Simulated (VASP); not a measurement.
# HPbNO4 (P1) in VASP: a series of runs

The runs below take HPbNO4 through single point, with PBE+D3(BJ), PBE, PBE+D4.

Everything below comes from runs of VASP 6.6.1. Logs are shortened: lines on timing, memory, paths and dates and some standing lists are left out, and cuts for length are marked.

## (1) The cell of the first run

The typed cell holds 7 atoms: a = 4.166 Å, b = 4.291 Å, c = 6.709 Å, α = 72.41°, β = 72.28°, γ = 62.11°.

## (2) Single point, PBE+D3(BJ)

Contents of INCAR:

```
SYSTEM = HPbNO4
PREC = Accurate
ENCUT = 600
EDIFF = 1E-6
ISMEAR = -1
SIGMA = 0.05
LREAL = .False.
LASPH = .True.
NELM = 120
ALGO = Normal
ISIF = 2
LWAVE = .False.
LCHARG = .True.
GGA = PE
IVDW = 12
LELF = .True.
LVHAR = .True.
NBANDS = 31
GGA_COMPAT = .False.
```

Contents of KPOINTS:

```
Automatic mesh
0
Gamma
  5 5 3
  0 0 0
```

Contents of POSCAR:

```
HPbNO4
1.0
    4.1657375622      0.0022837590      0.0041927090
    2.0053718141      3.7935260607     -0.0131743550
    2.0351559943      1.2395735057      6.2719956555
H Pb N O
1 1 1 4
Direct
    0.8941569644      0.6808084311      0.6240838646
    0.1392774951      0.9374039536      0.8834301176
    0.2567850820      0.2869806604      0.3036391574
    0.8323845708      0.6507335058      0.7805284904
    0.3880447767      0.2204885782      0.1141849305
    0.3126856902      0.0315267528      0.4592998090
    0.0753954208      0.6078581181      0.3263336305
```

Potentials or basis: VASP PAW PBE potentials, release 64 (H, Pb_d, N, O).

On the command line:

```
cat potpaw_PBE.64/H/POTCAR potpaw_PBE.64/Pb_d/POTCAR potpaw_PBE.64/N/POTCAR potpaw_PBE.64/O/POTCAR > POTCAR
mpirun -np 1 vasp_std > vasp.out
```

OUTCAR:

```text
SYSTEM = HPbNO4
   PREC = Accurate
   ENCUT = 600
   EDIFF = 1E-6
   ISMEAR = -1
   LREAL = .False.
   LASPH = .True.
   NELM = 120
   ISIF = 2
   GGA = PE
   IVDW = 12
 IVDW          = 12

 ion  position               nearest neighbor table
   1  0.894  0.681  0.624-   4 0.98
   2  0.139  0.937  0.883-   4 2.48   4 2.51   4 2.66   6 2.67   5 2.84   7 2.87   5 2.87   5 2.88

   3  0.257  0.287  0.304-   6 1.25   7 1.25   5 1.28
   4  0.832  0.651  0.781-   1 0.98   2 2.48   2 2.51   2 2.66
   5  0.388  0.220  0.114-   3 1.28   2 2.84   2 2.87   2 2.88
   6  0.313  0.032  0.459-   3 1.25   2 2.67
   7  0.075  0.608  0.326-   3 1.25   2 2.87

  Warning from LATTYP: Got some problem with cell dimensions!
  Tried to take original basis but could not verify dimensions!
  LATTYP: Found a triclinic cell.
 ALAT       =     7.5864133165
 B/A-ratio  =     0.5656141032
 C/A-ratio  =     0.8877262093
 COS(alpha) =     0.0117137836
 COS(beta)  =     0.1863965913
 COS(gamma) =     0.8743419477

  Lattice vectors:

 A1 = (   0.1549939340,  -7.5847683624,   0.0305414190)
 A2 = (  -2.0053718141,  -3.7935260607,   0.0131743550)
 A3 = (   2.1305815679,  -1.2372897467,  -6.2678029465)

Analysis of symmetry for initial positions (statically):
=====================================================================
 Subroutine PRICEL returns:
 Original cell was already a primitive cell.

 Routine SETGRP: Setting up the symmetry group for a
 triclinic supercell.

 Subroutine GETGRP returns: Found  1 space group operations
 (whereof  1 operations were pure point group operations)
 out of a pool of  2 trial point group operations.

The static configuration has the point symmetry C_1 .

Analysis of symmetry for dynamics (positions and initial velocities):
=====================================================================
 Subroutine PRICEL returns:
 Original cell was already a primitive cell.

 Routine SETGRP: Setting up the symmetry group for a
 triclinic supercell.

 Subroutine GETGRP returns: Found  1 space group operations
 (whereof  1 operations were pure point group operations)
 out of a pool of  2 trial point group operations.

The dynamic configuration has the point symmetry C_1 .

 Subroutine INISYM returns: Found  1 space group operations
 (whereof  1 operations are pure point group operations),
 and found     1 'primitive' translations

----------------------------------------------------------------------------------------

                                     Primitive cell

  volume of cell :      99.1326

  direct lattice vectors                    reciprocal lattice vectors
     4.165737562  0.002283759  0.004192709     0.240176380 -0.127147829 -0.052804137
     2.005371814  3.793526061 -0.013174355    -0.000092064  0.263474926 -0.052042315
     2.035155994  1.239573506  6.271995655    -0.000160747  0.000638426  0.159364869

  length of vectors
     4.165740298  4.290982364  6.709421130     0.276838474  0.268565537  0.159366229

  position of ions in fractional coordinates (direct lattice)
     0.894156964  0.680808431  0.624083865
     0.139277495  0.937403954  0.883430118
     0.256785082  0.286980660  0.303639157
     0.832384571  0.650733506  0.780528490
     0.388044777  0.220488578  0.114184931
     0.312685690  0.031526753  0.459299809
     0.075395421  0.607858118  0.326333631

  ion indices of the primitive-cell ions
   primitive index   ion index
                 1           1
                 2           2
                 3           3
                 4           4
                 5           5
                 6           6
                 7           7

----------------------------------------------------------------------------------------

 KPOINTS: Automatic mesh

Automatic generation of k-mesh.
 Grid dimensions read from file:
 generate k-points for:    5    5    3

 Generating k-lattice:

  Cartesian coordinates                     Fractional coordinates (reciprocal lattice)
     0.048035276 -0.025429566 -0.010560827     0.200000000 -0.000000000 -0.000000000
    -0.000018413  0.052694985 -0.010408463     0.000000000  0.200000000  0.000000000
    -0.000053582  0.000212809  0.053121623     0.000000000 -0.000000000  0.333333333

  Length of vectors
     0.055367695  0.053713107  0.053122076

  Shift w.r.t. Gamma in fractional coordinates (k-lattice)
     0.000000000  0.000000000  0.000000000

 Subroutine IBZKPT returns following result:
 ===========================================

 Found     38 irreducible k-points:

 Following reciprocal coordinates:
            Coordinates               Weight
  0.000000  0.000000  0.000000      1.000000
  0.200000 -0.000000 -0.000000      2.000000
  0.400000  0.000000  0.000000      2.000000
  0.000000  0.200000  0.000000      2.000000
  0.200000  0.200000 -0.000000      2.000000
  0.400000  0.200000 -0.000000      2.000000
[... 16 lines left out ...]
 -0.200000  0.200000  0.333333      2.000000
 -0.000000  0.400000  0.333333      2.000000
 [... further k-points ...]
   k-points           NKPTS =     38   k-points in BZ     NKDIM =     38   number of bands    NBANDS=     31
   number of dos      NEDOS =    301   number of ions     NIONS =      7
   total plane-waves  NPLWV =  69984
   dimension x,y,z NGX =    36 NGY =   36 NGZ =   54
   dimension x,y,z NGXF=    72 NGYF=   72 NGZF=  108
   ions per type =               1   1   1   4
   NGX,Y,Z   is equivalent  to a cutoff of  14.37, 13.95, 13.38 a.u.
   NGXF,Y,Z  is equivalent  to a cutoff of  28.73, 27.90, 26.76 a.u.
 SYSTEM =  HPbNO4
   PREC   = accura    normal or accurate (medium, high low for compatibility)
   ISTART =      0    job   : 0-new  1-cont  2-samecut
   ICHARG =      2    charge: 1-file 2-atom 10-const
   ISPIN  =      1    spin polarized calculation?
   LNONCOLLINEAR =      F non collinear calculations
   LSORBIT =      F    spin-orbit coupling
   LASPH  =      T    aspherical Exc in radial PAW
   ENCUT  =  600.0 eV  44.10 Ry    6.64 a.u.   8.32  8.57 13.40*2*pi/ulx,y,z
   NELM   =    120;   NELMIN=  2; NELMDL= -5     # of ELM steps
   EDIFF  = 0.1E-05   stopping-criterion for ELM
   LREAL  =      F    real-space projection
   EDIFFG = 0.1E-04   stopping-criterion for IOM
   NSW    =      0    number of steps for IOM
   IBRION =     -1    ionic relax: 0-MD 1-quasi-New 2-CG
   NFREE  =      0    steps in history (QN), initial steepest desc. (CG)
   ISIF   =      2    stress and relaxation
   ISYM   =      2    0-nonsym 1-usesym 2-fastsym
   POTIM  = 0.5000    time-step for ionic-motion
   TEBEG  =    0.0;   TEEND  =   0.0 temperature during run
   PSTRESS=    0.0 pullay stress
   NELECT =      44.0000    total number of electrons
   NUPDOWN=      -1.0000    fix difference up-down
   EMIN   =  10.00;   EMAX   =-10.00  energy-range for DOS
   EFERMI =   0.00;   METHOD = LEGACY
   ISMEAR =    -1;   SIGMA  =   0.05  broadening in eV -4-tet -1-fermi 0-gaus
   EFERMI_NEDOS =   21; number of points for ismear=-14 and -15
   IALGO  =     38    algorithm
   IMIX   =      4    mixing-type and parameters
     AMIX     =   0.40;   BMIX     =  1.00
     AMIX_MAG =   1.60;   BMIX_MAG =  1.00
  volume/ion in A,a.u.               =      14.16        95.57
  Fermi-wavevector in a.u.,A,eV,Ry     =   1.248783  2.359857 21.217719  1.559458
  Thomas-Fermi vector in A             =   2.382853
   LORBIT       =      0    0 simple, 1 ext, 2 COOP (PROOUT), +10 PAW based schemes
   GGA     = PE    functional components
   LHFCALC =     F    Hartree Fock is set to
   AEXX    =    0.0000 exact exchange contribution
   IVDW    =    12    specifies the selected vdW correction
   LEPSILON=     F    determine dielectric tensor
   LRPA    =     F    only Hartree local field effects (RPA)
 non-spin polarized calculation
  energy-cutoff  :      600.00
  volume of cell :       99.13
 maximum number of plane-waves:      3329
 NGX is ok and might be reduce to    36
   NGX = 17   NGY = 17   NGZ = 27

 number of electron      43.9999998 magnetization

 Free energy of the ion-electron system (eV)
  ---------------------------------------------------
  ext. energy  EPLUGINS =         0.00000000
  ---------------------------------------------------
  free energy    TOTEN  =       -40.43951868 eV

  energy without entropy =      -40.43951868  energy(sigma->0) =      -40.43951868

 E-fermi :   2.1761     XC(G=0):  -8.7291

 val. band max:        1.0637102703   @ k =   0.2000  -0.4000   0.3333
 cond. band min:       3.8785636061   @ k =  -0.2000   0.4000   0.3333
 fundamental gap:      2.8148533358
 Fermi energy:         2.1761017290

 k-point     1 :       0.0000    0.0000    0.0000
  band No.  band energies     occupation
      1     -24.9197      2.00000
      2     -19.4935      2.00000
      3     -19.1753      2.00000
      4     -16.6327      2.00000
      5     -14.2308      2.00000
      6     -14.2126      2.00000
[... 23 lines left out ...]
     30      12.7318      0.00000
     31      13.2565      0.00000

 k-point     2 :       0.2000   -0.0000   -0.0000
  band No.  band energies     occupation
      1     -24.9089      2.00000
      2     -19.5127      2.00000
      3     -19.1791      2.00000
      4     -16.6253      2.00000
      5     -14.2434      2.00000
      6     -14.2267      2.00000
[... 23 lines left out ...]
     30      12.0208      0.00000
     31      12.8500      0.00000

 k-point     3 :       0.4000    0.0000    0.0000
  band No.  band energies     occupation
      1     -24.8912      2.00000
      2     -19.5459      2.00000
      3     -19.1825      2.00000
      4     -16.6177      2.00000
      5     -14.2463      2.00000
      6     -14.2285      2.00000
[... 703 lines left out ...]
     30      12.0691      0.00000
     31      12.5674      0.00000

 k-point    24 :      -0.0000    0.4000    0.3333
  band No.  band energies     occupation
      1     -24.8730      2.00000
      2     -19.6107      2.00000
      3     -19.1918      2.00000
      4     -16.6149      2.00000
      5     -14.2453      2.00000
      6     -14.2190      2.00000
[... 23 lines left out ...]
     30      11.8769      0.00000
     31      13.2109      0.00000

 [... further k-points ...]

------------------------ aborting loop because EDIFF is reached ----------------------------------------

 Edisp (eV)   -0.75171

 E8    (eV) :    -0.2662

  FORCE on cell =-STRESS in cart. coord.  units (eV):
  Direction    XX          YY          ZZ          XY          YZ          ZX
  --------------------------------------------------------------------------------------
  -------------------------------------------------------------------------------------
  Total      -0.23475     0.47674     0.49489    -0.03519    -0.06659     0.00417
  in kB      -3.79398     7.70498     7.99845    -0.56880    -1.07615     0.06736
  external pressure =        3.97 kB  Pullay stress =        0.00 kB

 VOLUME and BASIS-vectors are now :
 -----------------------------------------------------------------------------
  energy-cutoff  :      600.00
  volume of cell :       99.13
      direct lattice vectors                 reciprocal lattice vectors
     4.165737562  0.002283759  0.004192709     0.240176380 -0.127147829 -0.052804137
     2.005371814  3.793526061 -0.013174355    -0.000092064  0.263474926 -0.052042315
     2.035155994  1.239573506  6.271995655    -0.000160747  0.000638426  0.159364869

 POSITION                                       TOTAL-FORCE (eV/Angst)
 -----------------------------------------------------------------------------------
      6.36021      3.35830      3.90903        -0.000998     -0.008306     -0.103092
      4.25796      4.65146      5.52910         0.000630      0.007028      0.006231
      2.26316      1.46564      1.90172         0.002498     -0.051736     -0.079410
      6.36096      3.43800      4.89039         0.000210      0.005957      0.086303
      2.29104      0.97886      0.71489         0.006769     -0.117454     -0.286876
      2.30054      0.68965      2.88162         0.012242     -0.253790      0.332066
      2.19720      2.71061      2.03907        -0.021351      0.418300      0.044777
 -----------------------------------------------------------------------------------
    total drift:                                0.000326     -0.000068     -0.000396

  FREE ENERGIE OF THE ION-ELECTRON SYSTEM (eV)
  ---------------------------------------------------
  free  energy   TOTEN  =       -41.1912272836 eV

  energy  without entropy=      -41.1912272835  energy(sigma->0) =      -41.19122728
```

Run time: 2.5 min. Hardware: 1 thread of Intel Xeon 8259CL, shared host; peak memory 0.34 GiB.

What came out:

| Property | Result |
| --- | --- |
| Free energy | -41.1912 eV |
| Pressure | 0.4 GPa |
| Largest force | 0.421 eV/Å |
| Band gap on the k mesh | 2.81 eV |
| Dispersion energy per atom | -0.107 eV |

Forces in eV/Å, atoms in the order of the input:
```
H   -0.001 -0.008 -0.103
Pb   0.001  0.007  0.006
N    0.002 -0.052 -0.079
O    0.000  0.006  0.086
O    0.007 -0.117 -0.287
O    0.012 -0.254  0.332
O   -0.021  0.418  0.045
```

Stress tensor (GPa, compression positive):
```
-0.38 -0.06  0.01
-0.06  0.77 -0.11
 0.01 -0.11  0.80
```

Levels at points of the mesh, in eV from the valence-band top:
```csv
k point,band 20,band 21,band 22,band 23,band 24,band 25
"(0.00, 0.00, 0.00)",-1.52,-1.42,-0.73,3.57,4.32,5.61
```

Caveat: the standard files for N, O and F lose accuracy on very short bonds; three body term missing; spin-orbit coupling is left out, which moves the levels of the heavy elements. A k mesh can miss the band edges.

(Part 1 of 2 ends here.)
